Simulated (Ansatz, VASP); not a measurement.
# Two plane-wave programs on PbSe

```
Pb Se
1.0
     0.00000    3.09082    3.09082
     3.09082    0.00000    3.09082
     3.09082    3.09082    0.00000
Pb Se
1 1
Cartesian
  0.0000 0.0000 0.0000
  3.0908 3.0908 3.0908
```

Alike in both runs: task relaxation of cell and atoms; functional PBEsol; k mesh 10 × 10 × 10; occupations gaussian, width 0.01 eV; no spin polarisation.

|  | VASP | Ansatz |
| --- | --- | --- |
| version | VASP 6.6.1 | Ansatz 0.2.0 |
| potentials or method | VASP PAW PBE potentials, release 64 (Pb_d, Se), cutoff 500 eV | scalar-relativistic, plane waves, PAW |
| valence electrons in the cell | 20 | 30 |

```tsv
	VASP	Ansatz	Ansatz less VASP
gap on the k mesh at the Fermi level, each at its own relaxed structure (eV)	0.17	0.17	-0.003
relaxed volume (Å³/atom)	28.41	28.42	+0.003
relaxed cell length with the largest relative difference (Å)	4.315	4.316	+0.0001
```

VASP's potentials were made for PBE, not for PBEsol. VASP's potentials hold 20 valence electrons a cell and Ansatz's 30, so a difference there can come from the potentials and not from the codes.

Neither program's run includes spin-orbit coupling.
